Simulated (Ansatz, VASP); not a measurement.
Ni: VASP beside Ansatz

The input INCAR:

```
SYSTEM = Ni
ALGO = Normal ; EDIFF = 1E-6
ENCUT = 520 ; GGA = PS
GGA_COMPAT = .FALSE. ; ISIF = 2
ISMEAR = 0 ; LASPH = .TRUE.
LCHARG = .FALSE. ; LMAXMIX = 4
LORBIT = 11 ; LORBMOM = .TRUE.
LREAL = .FALSE. ; LSORBIT = .TRUE.
LWAVE = .FALSE. ; MAGMOM = 0 0 0.7
NBANDS = 21 ; NELM = 150
PREC = Accurate ; SIGMA = 0.05
```

The input KPOINTS:

```
k-points
0
G
  16 16 16
  0 0 0
```

Contents of POSCAR:

```
Ni
1.0
    0.0000000000      1.7600025826      1.7600025826
    1.7600025826      0.0000000000      1.7600025826
    1.7600025826      1.7600025826      0.0000000000
Ni
1
Direct
    0.0000000000      0.0000000000      0.0000000000
```

Input for Ansatz:

```yaml
crystal:
  lattice:
    - [0.0, 1.7600025826, 1.7600025826]
    - [1.7600025826, 0.0, 1.7600025826]
    - [1.7600025826, 1.7600025826, 0.0]
  atoms:
    - { symbol: Ni, position: [0.0, 0.0, 0.0], spin: 0.7, spin_axis: [0.0, 0.0, 1.0] }
basis:
  ecutwfc: 420
  ecutrho_ratio: 4
kpoints:
  mp_grid: { grid: [16, 16, 16] }
hamiltonian:
  xc: pbesol
scf:
  occupations: { method: gaussian, width: 0.05 }
  lower_state_search: "off"
  convergence: { dr2_threshold: 1.0e-09 }
output:
  forces: true
  stress: true
  eigenvalues: true
  populations: true
magnetization:
  noncollinear: true
  spin_orbit: true
checkpoint:
  read: start.run
  write: ck
  compress: false
  write_wavefunctions: false
  write_every: 100000
```

Alike in both runs: task single point; functional PBEsol; k mesh 16 × 16 × 16; occupations gaussian, width 0.05 eV; non-collinear spin, spin-orbit coupling.

```csv
,VASP,Ansatz
version,VASP 6.6.1,Ansatz 0.2.0
potentials or method,"VASP PAW PBE potentials, release 64 (Ni), cutoff 520 eV","plane waves, PAW"
valence electrons in the cell,10,18
```

|  | VASP | Ansatz | Ansatz less VASP |
| --- | --- | --- | --- |
| pressure (GPa) | -10.2 | -10.3 | -0.13 |
| net moment per atom (μB) | 0.59 | 0.60 | +0.005 |

VASP's potentials were made for PBE, not for PBEsol. VASP's potentials hold 10 valence electrons a cell and Ansatz's 18, so a difference there can come from the potentials and not from the codes. Ansatz's warnings: stress scf threshold loose.
